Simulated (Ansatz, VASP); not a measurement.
# One calculation of RbCaH3, two programs

```xyz
5
Lattice="4.6988 0.8890 0.8890 0.8890 4.6988 0.8890 0.8890 0.8890 4.6988" Properties=species:S:1:pos:R:3 pbc="T T T"
Rb    0.0000    0.0000    0.0000
Ca    3.2384    3.2384    3.2384
H     0.8890    2.7939    2.7939
H     2.7939    0.8890    2.7939
H     2.7939    2.7939    0.8890
```

Alike in both runs: task single point; functional LDA; k mesh 6 × 6 × 6; occupations gaussian, width 0.05 eV; no spin polarisation.

|  | VASP | Ansatz |
| --- | --- | --- |
| version | VASP 6.6.1 | Ansatz 0.2.0 |
| potentials or method | VASP PAW LDA potentials, release 64 (Rb_sv, Ca_sv, H), cutoff 520 eV | scalar-relativistic, plane waves, PAW |
| valence electrons in the cell | 22 | 22 |

|  | VASP | Ansatz | Ansatz less VASP |
| --- | --- | --- | --- |
| gap on the k mesh at the Fermi level (eV) | 1.14 | 1.15 | +0.012 |
| least direct gap on the mesh (eV) | 1.14 | 1.15 | +0.012 |
| pressure (GPa) | -1.4 | -1.5 | -0.04 |
| traceless stress, the component that is largest in VASP (GPa) | -5.87 | -5.86 | +0.002 |

LDA's correlation is that of Perdew and Zunger in VASP and of Perdew and Wang (1992) in Ansatz.
